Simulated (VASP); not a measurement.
# Si62As (a cell with a defect) in VASP: notebook, part 2 of 2

VASP 6.6.1. The steps go on from the part before.

## (3) Single point, PBE+D3(BJ), collinear spin, zero start

File INCAR:

```
SYSTEM = Si62As
ALGO = Normal ; EDIFF = 1E-6
ENCUT = 400 ; GGA = PE
GGA_COMPAT = .False. ; ISIF = 2
ISMEAR = -1 ; ISPIN = 2
IVDW = 12 ; LASPH = .True.
LCHARG = .False. ; LORBIT = 11
LREAL = Auto ; LWAVE = .False.
MAGMOM = 0 0 0 0 0 0 0 0 0 0 0 0 0 0 0 0 0 0 0 0 0 0 0 0 0 0 0 0 0 0 0 0 0 0 0 0 0 0 0 0 0 0 0 0 0 0 0 0 0 0 0 0 0 0 0 0 0 0 0 0 0 0 0 ; NBANDS = 168
NELM = 200 ; PREC = Accurate
SIGMA = 0.02
```

File KPOINTS:

```
k-points
0
Gamma
  1 1 1
  0 0 0
```

File POSCAR:

```
Si62As
1.0
   10.8600000000      0.0000000000      0.0000000000
    0.0000000000     10.8600000000      0.0000000000
    0.0000000000      0.0000000000     10.8600000000
Si As
62 1
Direct
    0.5019792818      0.0009216390      0.0017534991
    0.6286654696      0.1251232044      0.1285708103
    0.7494563536      0.2508366483      0.0000441068
    0.8747700737      0.3756948435      0.1246430018
    0.7539482505      0.0011829650      0.2557283610
   -0.0006953959      0.0007613260     -0.0005227440
    0.1223011050      0.1258136280      0.1262247698
    0.2498204420      0.2495767956      0.0007530387
    0.3753212707      0.3750651013      0.1255986188
    0.4992011971      0.5007699816     -0.0001119705
    0.6247813996      0.6246084715      0.1255954880
    0.7511783610      0.7496172192      0.0008171271
    0.8752016575      0.8767594843      0.1265222836
    0.2475714549      0.0020973297      0.2516103131
    0.3750593002      0.1257742173      0.3747295580
    0.5010348066      0.2502040516      0.2500408840
    0.6307954880      0.3691164825      0.3757083794
    0.7499445672      0.4996435543      0.2503950276
    0.8740770718      0.6255520258      0.3753744936
    0.4989025783      0.0005217311      0.4998942910
    0.6226808471      0.1256330571      0.6259100368
    0.7548611418      0.2431130755      0.5014417127
    0.8747612339      0.3747384899      0.6246207182
    0.7481188766      0.0017945672      0.7500256906
    0.8739684162      0.1254906998      0.8751591160
    0.0007586556      0.5017682320     -0.0016907919
    0.1256394107      0.6266510129      0.1256637201
    0.2478073665      0.7516526703     -0.0020852670
    0.3722760589      0.8761045120      0.1241436464
   -0.0036602210      0.2480063536      0.2524732044
    0.1222801105      0.3749784530      0.3739951197
    0.2495959484      0.5004322284      0.2500523020
    0.3787806630      0.6221672192      0.3743911602
    0.4981744936      0.7513156538      0.2477458564
    0.6233795580      0.8758884899      0.3741569061
    0.1258423573      0.1248069061      0.6255742173
    0.2472543278      0.2493435543      0.4975004604
    0.3724351750      0.3764386740      0.6239559853
    0.5039208103      0.4965440147      0.4985237569
    0.6249787293      0.6247808471      0.6261172192
    0.7487367403      0.7518549724      0.4982523941
    0.8723300184      0.8821097606      0.6193176796
    0.2499225599      0.0014459484      0.7492752302
    0.3765670350      0.1253875691      0.8764017495
    0.4973473297      0.2527837017      0.7492893186
    0.6243059853      0.3756705341      0.8752460405
    0.7503000921      0.5010678637      0.7504283610
    0.8769815838      0.6280011050      0.8725810313
   -0.0009380295      0.7521884899      0.2521081952
    0.1286216390      0.8722639963      0.3764660221
   -0.0008850829      0.5007926335      0.4998063536
    0.1232337017      0.6271980663      0.6238616943
    0.2523284530      0.7481486188      0.4990954880
    0.3745124309      0.8754079190      0.6246727440
   -0.0012043278      0.2490023941      0.7485569982
    0.1264363720      0.3743214549      0.8744802947
    0.2480161142      0.5022330571      0.7489749540
    0.3742981584      0.6254858195      0.8750732044
    0.4991464088      0.7506169429      0.7496227440
    0.6252020258      0.8728638122      0.8765054328
   -0.0026967772      0.7571335175      0.7431394107
    0.1231626151      0.8767239411      0.8726784530
    0.8983230203      0.1002565378      0.4004191529
```

Potentials or basis: VASP PAW PBE potentials, release 64 (Si, As).

On the command line:

```
> cat potpaw_PBE.64/Si/POTCAR potpaw_PBE.64/As/POTCAR > POTCAR
> mpirun -np 1 vasp_gam > vasp.out
```

OUTCAR:

```text
SYSTEM = Si62As
   EDIFF = 1E-6
   ENCUT = 400
   GGA = PE
   ISIF = 2
   ISMEAR = -1
   ISPIN = 2
   IVDW = 12
   LASPH = .True.
   LORBIT = 11
   LREAL = Auto
   NELM = 200
   PREC = Accurate
 IVDW          = 12

 ion  position               nearest neighbor table
   1  0.502  0.001  0.002-  44 2.35  60 2.36  29 2.36   2 2.37
   2  0.629  0.125  0.129-  16 2.35   3 2.35   5 2.36   1 2.37
   3  0.749  0.251  0.000-  25 2.35   4 2.35  46 2.35   2 2.35
   4  0.875  0.376  0.125-  18 2.35   3 2.35  30 2.36  26 2.37
   5  0.754  0.001  0.256-  35 2.35  13 2.35   2 2.36  63 2.47
   6  0.999  0.001  0.999-  25 2.35  62 2.35   7 2.35  13 2.35
[... 43 lines left out ...]
  50  0.129  0.872  0.376-  53 2.32  14 2.34  49 2.35
[... 636 lines left out ...]
      9.50000      4.08005      1.35362        -0.014616     -0.026586      0.031540
      8.18788      0.01285      2.77721        -0.050901      0.024323     -0.070791
     10.85245      0.00827     10.85432         0.002132     -0.002526      0.004824
[... 55 lines left out ...]
      1.33755      9.52122      9.47729         0.008407     -0.009444      0.019522
      9.75579      1.08879      4.34855        -0.087533      0.288250     -0.342972
 -----------------------------------------------------------------------------------
    total drift:                               -0.000059     -0.002238      0.008467

  FREE ENERGIE OF THE ION-ELECTRON SYSTEM (eV)
  ---------------------------------------------------
  free  energy   TOTEN  =      -351.8596648141 eV

  energy  without entropy=     -351.8142698318  energy(sigma->0) =     -351.83696732

 total charge

# of ion       s       p       d       tot
------------------------------------------
    1        0.746   0.941   0.000   1.687
    2        0.741   0.953   0.000   1.693
    3        0.738   0.960   0.000   1.698
    4        0.741   0.952   0.000   1.693
    5        0.743   0.921   0.000   1.664
    6        0.738   0.962   0.000   1.699
[... 55 lines left out ...]
   62        0.740   0.960   0.000   1.699
   63        1.303   1.409   0.036   2.747
--------------------------------------------------
tot         47.343  60.166   0.036 107.545

 magnetization (x)

# of ion       s       p       d       tot
------------------------------------------
    1       -0.000  -0.000   0.000  -0.000
    2        0.000   0.000   0.000   0.000
    3        0.000   0.000   0.000   0.000
    4       -0.000  -0.000   0.000  -0.000
    5        0.000   0.000   0.000   0.000
    6       -0.000  -0.000   0.000  -0.000
[... 55 lines left out ...]
   62        0.000  -0.000   0.000   0.000
   63       -0.000   0.000  -0.000   0.000
--------------------------------------------------
tot          0.000   0.000  -0.000   0.001
```

Wall time 22 min (1 thread of Intel Xeon 8259CL, shared host); peak memory 1.1 GiB.

Results:

```
Free energy                                           : -351.8597 eV
Pressure                                              : -0.4 GPa
Largest force                                         : 0.456 eV/Å
Net moment                                            : 0.00 μB per cell
Valence electrons inside the program's atomic spheres : Si 1.69, 1.70, 1.66, 1.67, 1.65 (each value once); As 2.75
Dispersion energy per atom                            : -0.317 eV
```

Forces on the atoms (eV/Å):
```
Si   0.008 -0.006  0.005
Si  -0.032  0.007 -0.022
Si  -0.001 -0.004 -0.008
Si  -0.015 -0.027  0.032
Si  -0.051  0.024 -0.071
Si   0.002 -0.003  0.005
Si  -0.001 -0.007  0.004
Si  -0.004 -0.001 -0.008
Si  -0.010  0.002 -0.005
Si   0.008 -0.004  0.002
Si  -0.003  0.014 -0.005
Si   0.004  0.006 -0.005
Si  -0.003  0.003  0.000
Si  -0.001  0.002  0.003
Si  -0.003 -0.003  0.007
Si  -0.019  0.002 -0.003
Si  -0.066  0.066 -0.010
Si  -0.005  0.017 -0.005
Si   0.006 -0.003  0.001
Si  -0.001 -0.003  0.001
Si   0.025 -0.006 -0.032
Si  -0.068  0.100 -0.056
Si   0.008 -0.007 -0.013
Si   0.041  0.005 -0.032
Si   0.006 -0.002  0.002
Si   0.002 -0.043  0.044
Si  -0.005  0.004  0.007
Si   0.013 -0.005  0.011
Si   0.006 -0.010  0.017
Si  -0.019 -0.026  0.026
Si  -0.001 -0.007  0.011
Si  -0.002  0.002  0.002
Si  -0.020  0.008  0.022
Si   0.010 -0.008  0.028
Si   0.011  0.015  0.008
Si   0.006 -0.055  0.018
Si  -0.003 -0.012 -0.001
Si   0.005 -0.023  0.017
Si  -0.023  0.024  0.010
Si   0.018  0.019 -0.005
Si   0.036  0.019 -0.009
Si   0.104 -0.098  0.090
Si   0.023 -0.015  0.030
Si   0.011 -0.016  0.015
Si   0.018 -0.031  0.003
Si   0.001 -0.001 -0.007
Si   0.011 -0.010 -0.007
Si   0.002 -0.059  0.056
Si   0.000  0.002  0.004
Si  -0.018  0.009  0.041
Si   0.007  0.000  0.000
Si   0.010 -0.018  0.013
Si  -0.005  0.004  0.013
Si   0.010 -0.004  0.010
Si   0.003 -0.013 -0.005
Si  -0.013 -0.008 -0.005
Si   0.009 -0.017  0.005
Si   0.006 -0.009  0.006
Si   0.015 -0.005  0.008
Si   0.015  0.020 -0.022
Si   0.014 -0.084  0.083
Si   0.008 -0.009  0.020
As  -0.088  0.288 -0.343
```

Caveat: the k points lie up to 0.58 Å⁻¹ apart.
